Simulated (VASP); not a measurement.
Crystal: CdSe.

```
Cd Se
1.0
     4.34202    0.00000    0.00000
     2.17101    3.76030    0.00000
     2.17101    1.25343    3.54524
Cd Se
1 1
Direct
  0.00000 0.00000 0.00000
  0.75000 0.75000 0.75000
```

Base run:

| Item | Value |
| --- | --- |
| Program | VASP 6.6.1 |
| Functional | PBEsol |
| Potentials or basis | VASP PAW PBE potentials, release 64 (Cd, Se) |
| Cutoff | 520 eV |
| k mesh | 6 × 6 × 6 |
| Occupations | gaussian, width 0.01 eV |
| Spin | no spin polarisation |

Its results: band gap on the k mesh 0.42 eV, direct; pressure -1.1 GPa.

Problem. The run is repeated on the same cell with these changes: functional from PBEsol to RPBE. What comes out?

Solution. Band gap on the k mesh 0.72 eV, direct; pressure 3.5 GPa.

RPBE binds less tightly than PBEsol, so the same cell stands under more pressure.

Caveats: the PAW data sets were made with another functional, which shifts forces and pressure a little.

